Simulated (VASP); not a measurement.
# AlN (P6_3mc) in VASP: notebook, part 2 of 2

VASP 6.6.1. Earlier steps stand in the parts before.

### 3 Single point, PBE+D4

This run uses another cell than the first one, of 11.08 Å³/atom, 1.019 times its volume.

The input, INCAR:

```
SYSTEM = AlN
PREC = Accurate ; ENCUT = 520
EDIFF = 1E-7 ; ISMEAR = -1
SIGMA = 0.05 ; LREAL = .FALSE.
LASPH = .TRUE. ; NELM = 80
ALGO = Normal ; ISIF = 2
LWAVE = .FALSE. ; LCHARG = .FALSE.
GGA = PE ; IVDW = 13
NBANDS = 16
```

The input, KPOINTS:

```
regular mesh
0
G
  10 10 6
  0 0 0
```

The input, POSCAR:

```
AlN
1.0
    3.1740547162      0.0000000000      0.0000000000
   -1.5870273581      2.7488120173      0.0000000000
    0.0000000000      0.0000000000      5.0786914685
Al N
2 2
Direct
    0.6666666667      0.3333333333      0.5000000000
    0.3333333333      0.6666666667      0.0000000000
    0.6666666667      0.3333333333      0.8800000000
    0.3333333333      0.6666666667      0.3800000000
```

Potentials or basis: VASP PAW PBE potentials, release 64 (Al, N).

Run with:

```bash
$ cat potpaw_PBE.64/Al/POTCAR potpaw_PBE.64/N/POTCAR > POTCAR
$ mpirun -np 1 vasp_std > vasp.out
```

OUTCAR:

```text
SYSTEM = AlN
   PREC = Accurate
   ENCUT = 520
   EDIFF = 1E-7
   ISMEAR = -1
   LREAL = .FALSE.
   LASPH = .TRUE.
   NELM = 80
   ISIF = 2
   GGA = PE
   IVDW = 13

 ion  position               nearest neighbor table
   1  0.667  0.333  0.500-   3 1.93   4 1.93   4 1.93   4 1.93   2 3.13   2 3.13   2 3.13   2 3.13
                             2 3.13   2 3.13
   2  0.333  0.667  0.000-   4 1.93   3 1.93   3 1.93   3 1.93   1 3.13   1 3.13   1 3.13   1 3.13
                             1 3.13   1 3.13
   3  0.667  0.333  0.880-   1 1.93   2 1.93   2 1.93   2 1.93
   4  0.333  0.667  0.380-   2 1.93   1 1.93   1 1.93   1 1.93

  LATTYP: Found a hexagonal cell.
 ALAT       =     3.1740547162
 C/A-ratio  =     1.6000642467

  Lattice vectors:

 A1 = (   3.1740547162,   0.0000000000,   0.0000000000)
 A2 = (  -1.5870273581,   2.7488120173,   0.0000000000)
 A3 = (   0.0000000000,   0.0000000000,   5.0786914685)

Analysis of symmetry for initial positions (statically):
=====================================================================
 Subroutine PRICEL returns:
 Original cell was already a primitive cell.

 Routine SETGRP: Setting up the symmetry group for a
 hexagonal supercell.

 Subroutine GETGRP returns: Found 12 space group operations
 (whereof  6 operations were pure point group operations)
 out of a pool of 24 trial point group operations.

The static configuration has the point symmetry C_3v.
 The point group associated with its full space group is C_6v.

Analysis of symmetry for dynamics (positions and initial velocities):
=====================================================================
 Subroutine PRICEL returns:
 Original cell was already a primitive cell.

 Routine SETGRP: Setting up the symmetry group for a
 hexagonal supercell.

 Subroutine GETGRP returns: Found 12 space group operations
 (whereof  6 operations were pure point group operations)
 out of a pool of 24 trial point group operations.

The dynamic configuration has the point symmetry C_3v.
 The point group associated with its full space group is C_6v.

 Subroutine INISYM returns: Found 12 space group operations
 (whereof  6 operations are pure point group operations),
 and found     1 'primitive' translations

----------------------------------------------------------------------------------------

                                     Primitive cell

  volume of cell :      44.3110

  direct lattice vectors                    reciprocal lattice vectors
     3.174054716  0.000000000  0.000000000     0.315054430  0.181896760  0.000000000
    -1.587027358  2.748812017  0.000000000     0.000000000  0.363793520  0.000000000
     0.000000000  0.000000000  5.078691468     0.000000000  0.000000000  0.196901112

  length of vectors
     3.174054716  3.174054716  5.078691468     0.363793520  0.363793520  0.196901112

  position of ions in fractional coordinates (direct lattice)
     0.666666667  0.333333333  0.500000000
     0.333333333  0.666666667  0.000000000
     0.666666667  0.333333333  0.880000000
     0.333333333  0.666666667  0.380000000

  ion indices of the primitive-cell ions
   primitive index   ion index
                 1           1
                 2           2
                 3           3
                 4           4

[... 30 lines left out ...]
  0.200000 -0.000000  0.000000      6.000000
  0.300000  0.000000  0.000000      6.000000
  0.400000  0.000000  0.000000      6.000000
  0.500000  0.000000  0.000000      3.000000
[... 16 lines left out ...]
  0.300000  0.100000  0.166667     24.000000
  0.400000  0.100000  0.166667     24.000000
 [... further k-points ...]
   k-points           NKPTS =     56   k-points in BZ     NKDIM =     56   number of bands    NBANDS=     16
   number of dos      NEDOS =    301   number of ions     NIONS =      4
   total plane-waves  NPLWV =  23040
   dimension x,y,z NGX =    24 NGY =   24 NGZ =   40
   dimension x,y,z NGXF=    48 NGYF=   48 NGZF=   80
   ions per type =               2   2
   NGX,Y,Z   is equivalent  to a cutoff of  12.57, 12.57, 13.09 a.u.
   NGXF,Y,Z  is equivalent  to a cutoff of  25.14, 25.14, 26.19 a.u.
 SYSTEM =  AlN
   PREC   = accura    normal or accurate (medium, high low for compatibility)
   ISTART =      0    job   : 0-new  1-cont  2-samecut
   ICHARG =      2    charge: 1-file 2-atom 10-const
   ISPIN  =      1    spin polarized calculation?
   LNONCOLLINEAR =      F non collinear calculations
   LSORBIT =      F    spin-orbit coupling
   LASPH  =      T    aspherical Exc in radial PAW
   ENCUT  =  520.0 eV  38.22 Ry    6.18 a.u.   5.90  5.90  9.44*2*pi/ulx,y,z
   NELM   =     80;   NELMIN=  2; NELMDL= -5     # of ELM steps
   EDIFF  = 0.1E-06   stopping-criterion for ELM
   LREAL  =      F    real-space projection
   EDIFFG = 0.1E-05   stopping-criterion for IOM
   NSW    =      0    number of steps for IOM
   IBRION =     -1    ionic relax: 0-MD 1-quasi-New 2-CG
   NFREE  =      0    steps in history (QN), initial steepest desc. (CG)
   ISIF   =      2    stress and relaxation
   ISYM   =      2    0-nonsym 1-usesym 2-fastsym
   POTIM  = 0.5000    time-step for ionic-motion
   TEBEG  =    0.0;   TEEND  =   0.0 temperature during run
   PSTRESS=    0.0 pullay stress
   NELECT =      16.0000    total number of electrons
   NUPDOWN=      -1.0000    fix difference up-down
   EMIN   =  10.00;   EMAX   =-10.00  energy-range for DOS
   EFERMI =   0.00;   METHOD = LEGACY
   ISMEAR =    -1;   SIGMA  =   0.05  broadening in eV -4-tet -1-fermi 0-gaus
   EFERMI_NEDOS =   21; number of points for ismear=-14 and -15
   IALGO  =     38    algorithm
   IMIX   =      4    mixing-type and parameters
     AMIX     =   0.40;   BMIX     =  1.00
     AMIX_MAG =   1.60;   BMIX_MAG =  1.00
  volume/ion in A,a.u.               =      11.08        74.76
  Fermi-wavevector in a.u.,A,eV,Ry     =   1.165765  2.202977 18.490431  1.359008
  Thomas-Fermi vector in A             =   2.302287
   LORBIT       =      0    0 simple, 1 ext, 2 COOP (PROOUT), +10 PAW based schemes
   GGA     = PE    functional components
   LHFCALC =     F    Hartree Fock is set to
   AEXX    =    0.0000 exact exchange contribution
   IVDW    =    13    specifies the selected vdW correction
   LEPSILON=     F    determine dielectric tensor
   LRPA    =     F    only Hartree local field effects (RPA)
 non-spin polarized calculation
  energy-cutoff  :      520.00
  volume of cell :       44.31
 maximum number of plane-waves:      1208
 NGX is ok and might be reduce to    24
   NGX = 11   NGY = 11   NGZ = 19

 number of electron      16.0000002 magnetization

 Free energy of the ion-electron system (eV)
  ---------------------------------------------------
  ext. energy  EPLUGINS =         0.00000000
  ---------------------------------------------------
  free energy    TOTEN  =       -29.73770478 eV

  energy without entropy =      -29.73770478  energy(sigma->0) =      -29.73770478

 E-fermi :   6.5230     XC(G=0): -10.6558

 val. band max:        5.5745813429   @ k =   0.0000   0.0000   0.0000
 cond. band min:       9.2937350483   @ k =   0.0000   0.0000   0.0000
 fundamental gap:      3.7191537053
 Fermi energy:         6.5230281727

 k-point     1 :       0.0000    0.0000    0.0000
  band No.  band energies     occupation
      1      -9.2419      2.00000
      2      -7.2688      2.00000
      3      -0.1430      2.00000
      4       4.7700      2.00000
      5       4.7700      2.00000
      6       5.4080      2.00000
[... 433 lines left out ...]
      3       0.4079      2.00000
      4       1.3509      2.00000
      5       2.6515      2.00000
      6       3.3936      2.00000
[... 8 lines left out ...]
     15      17.7537      0.00000
     16      19.8258      0.00000

 [... further k-points ...]

------------------------ aborting loop because EDIFF is reached ----------------------------------------

  DFT-D4 for vdW energy calculation

  Edisp (eV):   -1.15641

  FORCE on cell =-STRESS in cart. coord.  units (eV):
  Direction    XX          YY          ZZ          XY          YZ          ZX
  --------------------------------------------------------------------------------------
  -------------------------------------------------------------------------------------
  Total      -3.37222    -3.37222    -2.82395     0.00000     0.00000     0.00000
  in kB    -121.93136  -121.93136  -102.10704     0.00000     0.00000     0.00000
  external pressure =     -115.32 kB  Pullay stress =        0.00 kB

 VOLUME and BASIS-vectors are now :
 -----------------------------------------------------------------------------
  energy-cutoff  :      520.00
  volume of cell :       44.31
      direct lattice vectors                 reciprocal lattice vectors
     3.174054716  0.000000000  0.000000000     0.315054430  0.181896760  0.000000000
    -1.587027358  2.748812017  0.000000000     0.000000000  0.363793520  0.000000000
     0.000000000  0.000000000  5.078691468     0.000000000  0.000000000  0.196901112

 POSITION                                       TOTAL-FORCE (eV/Angst)
 -----------------------------------------------------------------------------------
      1.58703      0.91627      2.53935         0.000000      0.000000     -0.086161
     -0.00000      1.83254      0.00000        -0.000000     -0.000000     -0.086161
      1.58703      0.91627      4.46925        -0.000000      0.000000      0.086161
     -0.00000      1.83254      1.92990         0.000000      0.000000      0.086161
 -----------------------------------------------------------------------------------
    total drift:                               -0.000000      0.000000      0.000182

  FREE ENERGIE OF THE ION-ELECTRON SYSTEM (eV)
  ---------------------------------------------------
  free  energy   TOTEN  =       -30.8941162341 eV

  energy  without entropy=      -30.8941162340  energy(sigma->0) =      -30.89411623
```

OSZICAR:

```text
N       E                     dE             d eps       ncg     rms          rms(c)
DAV:   1     0.400137857163E+02    0.40014E+02   -0.72196E+03  1800   0.886E+02
DAV:   2    -0.307381698453E+02   -0.70752E+02   -0.64680E+02  2512   0.183E+02
DAV:   3    -0.342526370618E+02   -0.35145E+01   -0.35036E+01  2248   0.424E+01
DAV:   4    -0.342754357488E+02   -0.22799E-01   -0.22797E-01  2256   0.384E+00
DAV:   5    -0.342757497959E+02   -0.31405E-03   -0.31405E-03  2232   0.454E-01    0.118E+01
DAV:   6    -0.297193326330E+02    0.45564E+01   -0.10723E+01  2168   0.234E+01    0.403E+00
DAV:   7    -0.297497633474E+02   -0.30431E-01   -0.61880E-01  1896   0.556E+00    0.286E+00
DAV:   8    -0.297428237850E+02    0.69396E-02   -0.66880E-02  2024   0.239E+00    0.681E-01
DAV:   9    -0.297371232790E+02    0.57005E-02   -0.12929E-02  2384   0.841E-01    0.264E-01
DAV:  10    -0.297378005680E+02   -0.67729E-03   -0.25841E-03  1928   0.319E-01    0.148E-01
DAV:  11    -0.297377015790E+02    0.98989E-04   -0.19965E-04  2112   0.108E-01    0.371E-02
DAV:  12    -0.297377049555E+02   -0.33764E-05   -0.13652E-05  1984   0.293E-02    0.718E-03
DAV:  13    -0.297377047847E+02    0.17072E-06   -0.50201E-06  2128   0.170E-02    0.555E-03
DAV:  14    -0.297377047783E+02    0.64555E-08   -0.37755E-07  2104   0.522E-03
   1 F= -.30894116E+02 E0= -.30894116E+02  d E =-.769092E-10
```

Wall time 13 s (1 thread of Intel Xeon 6975P-C (Granite Rapids), shared host); peak memory 0.17 GiB.

What came out:

* Free energy: -30.8941 eV
* Pressure: -11.5 GPa
* Largest force: 0.086 eV/Å
* Band gap on the k mesh: 3.72 eV, direct
* Dispersion energy per atom: -0.289 eV

Forces in eV/Å, atoms in the order of the input:
```
Al   0.000  0.000 -0.086
Al   0.000  0.000 -0.086
N    0.000  0.000  0.086
N    0.000  0.000  0.086
```

Expect the measured gap to be larger: semilocal functionals such as PBE lack the derivative discontinuity.
